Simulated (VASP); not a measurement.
# Re: single point with r2SCAN

The system is Re.

```
Re
1.0
     0.00000    2.02160    2.02160
     2.02160    0.00000    2.02160
     2.02160    2.02160    0.00000
Re
1
Cartesian
  0.0000 0.0000 0.0000
```

This isn't the form of Re at room conditions, which is hcp.

```
Program                : VASP 6.6.1
Task                   : single point
Functional             : r2SCAN
Potentials or basis    : VASP PAW PBE potentials, release 64 (Re)
Cutoff                 : 520 eV
k mesh                 : 16 × 16 × 16
Occupations            : fermi-dirac, width 0.1 eV
Spin                   : no spin polarisation
Dipole correction      : no
Further INCAR settings : ALGO = Normal; EDIFF = 1e-06; NBANDS = 10
```

The pressure is -34.7 GPa. The band gap on the k mesh is zero (an odd number of electrons rules out a gap without spin polarisation).

Levels at points of the mesh, in eV from the Fermi level:
| k point | band 2 | band 3 | band 4 | band 5 | band 6 | band 7 |
| --- | --- | --- | --- | --- | --- | --- |
| (0.00, 0.00, 0.00) | -1.75 | -1.75 | -1.75 | 1.12 | 1.12 | 14.36 |
| (0.50, 0.00, 0.00) | -1.86 | -1.86 | -0.07 | 3.27 | 3.27 | 8.80 |
| (0.50, 0.50, 0.00) | -5.39 | 2.34 | 3.27 | 3.86 | 3.86 | 11.68 |

Run time: 35 s on 1 thread of Intel(R) Xeon(R) 6975P-C (Granite Rapids) (shared host), peak memory 0.16 GiB.

Caveat: the cell stands under tension; the PAW data sets were made with another functional, which shifts forces and pressure a little; spin-orbit coupling is left out, which moves the levels of the heavy elements.
